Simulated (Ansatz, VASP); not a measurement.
# TiMoSe4: VASP beside Ansatz

The input INCAR:

```
SYSTEM = TiMoSe4
PREC = Accurate
ENCUT = 600
EDIFF = 1E-6
ISMEAR = 0
SIGMA = 0.1
LREAL = .False.
LASPH = .True.
NELM = 150
ALGO = Normal
ISIF = 3
LWAVE = .False.
LCHARG = .False.
ISPIN = 2
MAGMOM = 1 1 0 0 0 0
LORBIT = 11
LMAXMIX = 4
GGA = PE
IBRION = 2
NSW = 90
EDIFFG = -0.04
```

File KPOINTS:

```
regular mesh
0
Gamma
  4 4 2
  0 0 0
```

POSCAR

```
TiMoSe4
1.0
    4.4288978300      0.0000000000      0.0000000000
    0.0000000000      4.4288978300      0.0000000000
    0.0000000000      0.0000000000      8.6570372100
Ti Mo Se
1 1 4
Direct
    0.5000000000      0.5000000000      0.5000000000
    0.0000000000      0.0000000000      0.5000000000
    0.5000000000      0.5000000000      0.2838694000
    0.5000000000      0.5000000000      0.7161306000
    0.0000000000      0.0000000000      0.2096679000
    0.0000000000      0.0000000000      0.7903321000
```

Input for Ansatz:

```yaml
crystal:
  lattice:
    - [4.42889783, 0.0, 0.0]
    - [0.0, 4.42889783, 0.0]
    - [0.0, 0.0, 8.65703721]
  atoms:
    - { symbol: Ti, position: [0.5, 0.5, 0.5], spin: 1.0 }
    - { symbol: Mo, position: [0.0, 0.0, 0.5], spin: 1.0 }
    - { symbol: Se, position: [0.5, 0.5, 0.2838694] }
    - { symbol: Se, position: [0.5, 0.5, 0.7161306] }
    - { symbol: Se, position: [0.0, 0.0, 0.2096679] }
    - { symbol: Se, position: [0.0, 0.0, 0.7903321] }
basis:
  ecutwfc: 420
kpoints:
  mp_grid: { grid: [4, 4, 2] }
hamiltonian:
  xc: pbe
scf:
  occupations: { method: gaussian, width: 0.1 }
  lower_state_search: "off"
output:
  forces: true
  stress: true
  eigenvalues: true
  populations: true
magnetization:
  spin_polarized: true
relax:
  adjacent_minimum: "off"
  f_tol: 0.04
  max_steps: 70
  cell: { stress_tol: 0.4 }
```

Alike in both runs: task relaxation of cell and atoms; functional PBE; k mesh 4 × 4 × 2; occupations gaussian, width 0.1 eV; collinear spin.

|  | VASP | Ansatz |
| --- | --- | --- |
| version | VASP 6.6.1 | Ansatz 0.2.0 |
| potentials or method | VASP PAW PBE potentials, release 64 (Ti_sv, Mo_sv, Se), cutoff 600 eV | scalar-relativistic, plane waves, PAW |
| valence electrons in the cell | 50 | 90 |

|  | VASP | Ansatz | Ansatz less VASP |
| --- | --- | --- | --- |
| gap on the k mesh at the Fermi level, each at its own relaxed structure (eV) | none | none | - |
| net moment per atom (μB) | 0.00 | 0.00 | 0.000 |
| relaxed volume (Å³/atom) | 23.61 | 23.66 | +0.050 |
| relaxed length of the cell vector where the two differ most in proportion (Å) | 9.535 | 9.550 | +0.0150 |

A gap of «none» marks a metal or a gap that the smearing closes. VASP's potentials hold 50 valence electrons a cell and Ansatz's 90, so a difference there can come from the potentials and not from the codes. Ansatz's warnings: seeded moment not kept.

The k mesh is coarse, so the values compare programs but aren't converged. Noted on VASP's run: the volume moved by over 15 % at a fixed basis, so the end points are rough.
